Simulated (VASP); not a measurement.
SiO2, 6 atoms in the cell. Symmetry: P4_2/mnm, No. 136, tetragonal system. Conventional cell: a = 4.205 Å, b = 4.205 Å, c = 2.853 Å, α = 90.00°, β = 90.00°, γ = 90.00°. Si (site symmetry mmm) has 6 O at 1.82 to 1.84 Å within 2.4 Å. Within 2.4 Å of O (site symmetry m2m) lie 3 Si at 1.82 to 1.84 Å and 1 O at 2.31 Å. 

| Quantity | Value |
| --- | --- |
| Program | VASP 6.6.1 |
| Task | single point |
| Functional | LDA |
| Potentials or basis | VASP PAW LDA potentials, release 64 (Si, O) |
| Cutoff | 520 eV |
| k mesh | 6 × 6 × 8 |
| Occupations | gaussian, width 0.05 eV |
| Spin | no spin polarisation |
| Dipole correction | no |
| Further INCAR settings | ALGO = Normal; EDIFF = 1e-06; NBANDS = 25 |

Potentials or basis: VASP PAW LDA potentials, release 64 (Si, O).

Command:

```sh
$ cat potpaw_LDA.64/Si/POTCAR potpaw_LDA.64/O/POTCAR > POTCAR
$ mpirun -np 1 vasp_std > vasp.out
```

Hardware: 1 thread of Intel Xeon 6975P-C (shared host).

Problem. Estimate the wall time of this run.

Solution. It took 40 s on 1 thread of Intel Xeon 6975P-C, on a shared host, peak memory 0.17 GiB. Counts: scf iterations 12, k points 50.
